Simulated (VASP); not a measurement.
# Sn (I4_1/amd) in VASP: single point with PBE

Aim: the single point of Sn with PBE.

All numbers are computed with VASP 6.6.1; they aren't measurements. Logs are shortened: lines on timing, memory, paths and dates and some standing lists are left out, and cuts for length are marked.

### 1 The cell of the first run

The structure is tetragonal, space group I4_1/amd (No. 141). The conventional cell has a = 5.652 Å, b = 5.652 Å, c = 3.044 Å, α = 90.00°, β = 90.00°, γ = 90.00°. Within 3.9 Å of Sn (site symmetry -4m2) lie 10 Sn at 2.93 to 3.63 Å.

### 2 Single point, PBE

INCAR

```
ALGO = Normal
EDIFF = 1E-6
ENCUT = 500
GGA = PE
GGA_COMPAT = F
ISIF = 2
ISMEAR = -1
LASPH = T
LCHARG = F
LREAL = F
LWAVE = F
NBANDS = 21
NELM = 120
PREC = Accurate
SIGMA = 0.15
```

KPOINTS

```
k-points
0
Gamma
  16 16 16
```

POSCAR

```
Sn
1.0
   -2.8259936411      2.8259936411      1.5219564840
    2.8259936411     -2.8259936411      1.5219564840
    2.8259936411      2.8259936411     -1.5219564840
Sn
2
Direct
    0.0000000000      0.0000000000      0.0000000000
    0.7500000000      0.2500000000      0.5000000000
```

Potentials or basis: VASP PAW PBE potentials, release 64 (Sn_d).

Run with:

```
$ cat potpaw_PBE.64/Sn_d/POTCAR > POTCAR
$ mpirun -np 1 vasp_std > vasp.out
```

OUTCAR:

```text
EDIFF = 1E-6
   ENCUT = 500
   GGA = PE
   ISIF = 2
   ISMEAR = -1
   LASPH = T
   LREAL = F
   NELM = 120
   PREC = Accurate

 ion  position               nearest neighbor table
   1  0.000  0.000  0.000-   2 2.93   2 2.93   2 2.93   2 2.93   2 3.63   2 3.63   2 3.63   2 3.63

   2  0.750  0.250  0.500-   1 2.93   1 2.93   1 2.93   1 2.93   1 3.63   1 3.63   1 3.63   1 3.63

  LATTYP: Found a body centered tetragonal cell.
 ALAT       =     5.6519872822
 C/A-ratio  =     0.5385562309

  Lattice vectors:

 A1 = (  -2.8259936411,   2.8259936411,   1.5219564840)
 A2 = (   2.8259936411,  -2.8259936411,   1.5219564840)
 A3 = (   2.8259936411,   2.8259936411,  -1.5219564840)

Analysis of symmetry for initial positions (statically):
=====================================================================
 Subroutine PRICEL returns:
 Original cell was already a primitive cell.

 Routine SETGRP: Setting up the symmetry group for a
 body centered tetragonal supercell.

 Subroutine GETGRP returns: Found 16 space group operations
 (whereof  8 operations were pure point group operations)
 out of a pool of 16 trial point group operations.

The static configuration has the point symmetry D_2d.
 The point group associated with its full space group is D_4h.

Analysis of symmetry for dynamics (positions and initial velocities):
=====================================================================
 Subroutine PRICEL returns:
 Original cell was already a primitive cell.

 Routine SETGRP: Setting up the symmetry group for a
 body centered tetragonal supercell.

 Subroutine GETGRP returns: Found 16 space group operations
 (whereof  8 operations were pure point group operations)
 out of a pool of 16 trial point group operations.

The dynamic configuration has the point symmetry D_2d.
 The point group associated with its full space group is D_4h.

 Subroutine INISYM returns: Found 16 space group operations
 (whereof  8 operations are pure point group operations),
 and found     1 'primitive' translations

----------------------------------------------------------------------------------------

                                     Primitive cell

  volume of cell :      48.6188

  direct lattice vectors                    reciprocal lattice vectors
    -2.825993641  2.825993641  1.521956484     0.000000000  0.176928919  0.328524505
     2.825993641 -2.825993641  1.521956484     0.176928919  0.000000000  0.328524505
     2.825993641  2.825993641 -1.521956484     0.176928919  0.176928919  0.000000000

  length of vectors
     4.276544359  4.276544359  4.276544359     0.373138302  0.373138302  0.250215277

  position of ions in fractional coordinates (direct lattice)
     0.000000000  0.000000000  0.000000000
     0.750000000  0.250000000  0.500000000

  ion indices of the primitive-cell ions
   primitive index   ion index
                 1           1
                 2           2

----------------------------------------------------------------------------------------

 KPOINTS: k-points

Automatic generation of k-mesh.
 Grid dimensions read from file:
 generate k-points for:   16   16   16

 Generating k-lattice:

  Cartesian coordinates                     Fractional coordinates (reciprocal lattice)
     0.000000000  0.011058057  0.020532782     0.062500000  0.000000000  0.000000000
     0.011058057  0.000000000  0.020532782     0.000000000  0.062500000  0.000000000
     0.011058057  0.011058057  0.000000000     0.000000000  0.000000000  0.062500000

  Length of vectors
     0.023321144  0.023321144  0.015638455

  Shift w.r.t. Gamma in fractional coordinates (k-lattice)
     0.000000000  0.000000000  0.000000000

 Subroutine IBZKPT returns following result:
 ===========================================

 Found    349 irreducible k-points:

 Following reciprocal coordinates:
            Coordinates               Weight
  0.000000  0.000000  0.000000      1.000000
  0.062500  0.000000  0.000000      8.000000
  0.125000  0.000000  0.000000      8.000000
  0.187500 -0.000000  0.000000      8.000000
  0.250000  0.000000  0.000000      8.000000
  0.312500  0.000000 -0.000000      8.000000
[... 16 lines left out ...]
 -0.125000  0.062500  0.000000     16.000000
 -0.062500  0.062500  0.000000      4.000000
 [... further k-points ...]
   k-points           NKPTS =    349   k-points in BZ     NKDIM =    349   number of bands    NBANDS=     21
   number of dos      NEDOS =    301   number of ions     NIONS =      2
   total plane-waves  NPLWV =  32768
   dimension x,y,z NGX =    32 NGY =   32 NGZ =   32
   dimension x,y,z NGXF=    64 NGYF=   64 NGZF=   64
   ions per type =               2
   NGX,Y,Z   is equivalent  to a cutoff of  12.44, 12.44, 12.44 a.u.
   NGXF,Y,Z  is equivalent  to a cutoff of  24.88, 24.88, 24.88 a.u.
 SYSTEM =  unknown system
   PREC   = accura    normal or accurate (medium, high low for compatibility)
   ISTART =      0    job   : 0-new  1-cont  2-samecut
   ICHARG =      2    charge: 1-file 2-atom 10-const
   ISPIN  =      1    spin polarized calculation?
   LNONCOLLINEAR =      F non collinear calculations
   LSORBIT =      F    spin-orbit coupling
   LASPH  =      T    aspherical Exc in radial PAW
   ENCUT  =  500.0 eV  36.75 Ry    6.06 a.u.   7.80  7.80  7.80*2*pi/ulx,y,z
   NELM   =    120;   NELMIN=  2; NELMDL= -5     # of ELM steps
   EDIFF  = 0.1E-05   stopping-criterion for ELM
   LREAL  =      F    real-space projection
   EDIFFG = 0.1E-04   stopping-criterion for IOM
   NSW    =      0    number of steps for IOM
   IBRION =     -1    ionic relax: 0-MD 1-quasi-New 2-CG
   NFREE  =      0    steps in history (QN), initial steepest desc. (CG)
   ISIF   =      2    stress and relaxation
   ISYM   =      2    0-nonsym 1-usesym 2-fastsym
   POTIM  = 0.5000    time-step for ionic-motion
   TEBEG  =    0.0;   TEEND  =   0.0 temperature during run
   PSTRESS=    0.0 pullay stress
   NELECT =      28.0000    total number of electrons
   NUPDOWN=      -1.0000    fix difference up-down
   EMIN   =  10.00;   EMAX   =-10.00  energy-range for DOS
   EFERMI =   0.00;   METHOD = LEGACY
   ISMEAR =    -1;   SIGMA  =   0.15  broadening in eV -4-tet -1-fermi 0-gaus
   EFERMI_NEDOS =   21; number of points for ismear=-14 and -15
   IALGO  =     38    algorithm
   IMIX   =      4    mixing-type and parameters
     AMIX     =   0.40;   BMIX     =  1.00
     AMIX_MAG =   1.60;   BMIX_MAG =  1.00
  volume/ion in A,a.u.               =      24.31       164.05
  Fermi-wavevector in a.u.,A,eV,Ry     =   1.362049  2.573899 25.241212  1.855177
  Thomas-Fermi vector in A             =   2.488572
   LORBIT       =      0    0 simple, 1 ext, 2 COOP (PROOUT), +10 PAW based schemes
   GGA     = PE    functional components
   LHFCALC =     F    Hartree Fock is set to
   AEXX    =    0.0000 exact exchange contribution
   IVDW    =     0    specifies the selected vdW correction
   LEPSILON=     F    determine dielectric tensor
   LRPA    =     F    only Hartree local field effects (RPA)
 non-spin polarized calculation
  energy-cutoff  :      500.00
  volume of cell :       48.62
 maximum number of plane-waves:      1261
   NGX = 15   NGY = 15   NGZ = 15

 number of electron      28.0000002 magnetization

 Free energy of the ion-electron system (eV)
  ---------------------------------------------------
  ext. energy  EPLUGINS =         0.00000000
  ---------------------------------------------------
  free energy    TOTEN  =        -7.40625029 eV

  energy without entropy =       -7.34657054  energy(sigma->0) =       -7.37641041

 E-fermi :   9.4284     XC(G=0): -10.8343

 val. band max:        9.4214937996   @ k =   0.4375   0.3750   0.0000
 cond. band min:       9.4312437191   @ k =   0.5000   0.1250   0.0625
 fundamental gap:      0.0097499195
 Fermi energy:         9.4284269253

 k-point     1 :       0.0000    0.0000    0.0000
  band No.  band energies     occupation
      1     -12.4343      2.00000
      2     -12.3312      2.00000
      3     -12.2737      2.00000
      4     -12.2647      2.00000
      5     -12.0331      2.00000
      6     -12.0331      2.00000
[... 13 lines left out ...]
     20      19.7059      0.00000
     21      20.4629      0.00000

 k-point     2 :       0.0625    0.0000    0.0000
  band No.  band energies     occupation
      1     -12.4311      2.00000
      2     -12.3195      2.00000
      3     -12.2695      2.00000
      4     -12.2505      2.00000
      5     -12.0431      2.00000
      6     -12.0423      2.00000
[... 13 lines left out ...]
     20      19.5744      0.00000
     21      19.6842      0.00000

 k-point     3 :       0.1250    0.0000    0.0000
  band No.  band energies     occupation
      1     -12.4209      2.00000
      2     -12.2871      2.00000
      3     -12.2576      2.00000
      4     -12.2125      2.00000
      5     -12.0652      2.00000
      6     -12.0576      2.00000
[... 13 lines left out ...]
     20      18.4690      0.00000
     21      18.4941      0.00000

 k-point     4 :       0.1875   -0.0000    0.0000
  band No.  band energies     occupation
      1     -12.4045      2.00000
      2     -12.2429      2.00000
      3     -12.2398      2.00000
      4     -12.1672      2.00000
      5     -12.0933      2.00000
      6     -12.0639      2.00000
[... 13 lines left out ...]
     20      17.5817      0.00000
     21      18.0885      0.00000

 k-point     5 :       0.2500    0.0000    0.0000
  band No.  band energies     occupation
      1     -12.3848      2.00000
      2     -12.2199      2.00000
      3     -12.2047      2.00000
      4     -12.1468      2.00000
      5     -12.1216      2.00000
      6     -12.0587      2.00000
[... 13 lines left out ...]
     20      16.8784      0.00000
     21      18.4615      0.00000
[... 382 lines left out ...]
     20      17.9168      0.00000
     21      18.1216      0.00000

 k-point    22 :      -0.1875    0.0625   -0.0000
  band No.  band energies     occupation
      1     -12.4090      2.00000
      2     -12.2899      2.00000
      3     -12.2472      2.00000
      4     -12.2220      2.00000
      5     -12.0641      2.00000
      6     -12.0491      2.00000
[... 13 lines left out ...]
     20      18.5047      0.00000
     21      18.9309      0.00000

 k-point    23 :      -0.1250    0.0625    0.0000
  band No.  band energies     occupation
      1     -12.4224      2.00000
      2     -12.3210      2.00000
      3     -12.2621      2.00000
      4     -12.2556      2.00000
      5     -12.0446      2.00000
      6     -12.0376      2.00000
[... 13 lines left out ...]
     20      19.6814      0.00000
     21      19.9258      0.00000

 k-point    24 :      -0.0625    0.0625    0.0000
  band No.  band energies     occupation
      1     -12.4299      2.00000
      2     -12.3320      2.00000
      3     -12.2699      2.00000
      4     -12.2671      2.00000
      5     -12.0352      2.00000
      6     -12.0310      2.00000
[... 13 lines left out ...]
     20      19.9878      0.00000
     21      20.4908      0.00000

 [... further k-points ...]

------------------------ aborting loop because EDIFF is reached ----------------------------------------

  FORCE on cell =-STRESS in cart. coord.  units (eV):
  Direction    XX          YY          ZZ          XY          YZ          ZX
  --------------------------------------------------------------------------------------
  -------------------------------------------------------------------------------------
  Total        3.2821802      3.2821802      3.2820355      0.0000000      0.0000000      0.0000000
  in kB      108.1604331    108.1604331    108.1556646      0.0000000      0.0000000      0.0000000
  external PRESSURE =     108.1588436 kB  Pullay stress =       0.0000000 kB

 VOLUME and BASIS-vectors are now :
 -----------------------------------------------------------------------------
  energy-cutoff  :      500.00
  volume of cell :       48.62
      direct lattice vectors                 reciprocal lattice vectors
    -2.825993641  2.825993641  1.521956484     0.000000000  0.176928919  0.328524505
     2.825993641 -2.825993641  1.521956484     0.176928919  0.000000000  0.328524505
     2.825993641  2.825993641 -1.521956484     0.176928919  0.176928919  0.000000000

 POSITION                                       TOTAL-FORCE (eV/Angst)
 -----------------------------------------------------------------------------------
      0.00000      0.00000      0.00000        -0.000000      0.000000     -0.000000
      0.00000      2.82599      0.76098         0.000000     -0.000000      0.000000
 -----------------------------------------------------------------------------------
    total drift:                                0.000000     -0.000000      0.000000

  FREE ENERGIE OF THE ION-ELECTRON SYSTEM (eV)
  ---------------------------------------------------
  free  energy   TOTEN  =        -7.4062502916 eV

  energy  without entropy=       -7.3465705372  energy(sigma->0) =       -7.37641041
```

It took 5 min on 1 thread of Intel Xeon 8259CL, shared host; peak memory 0.38 GiB.

What came out:

| Item | Value |
| --- | --- |
| Free energy | -7.4063 eV |
| Pressure | 10.8 GPa |
| Band gap on the k mesh | zero (band 14 reaches 11.23 eV, above the bottom of band 15 at 6.34 eV) |

Caveat: spin-orbit coupling is left out, which moves the levels of the heavy elements.
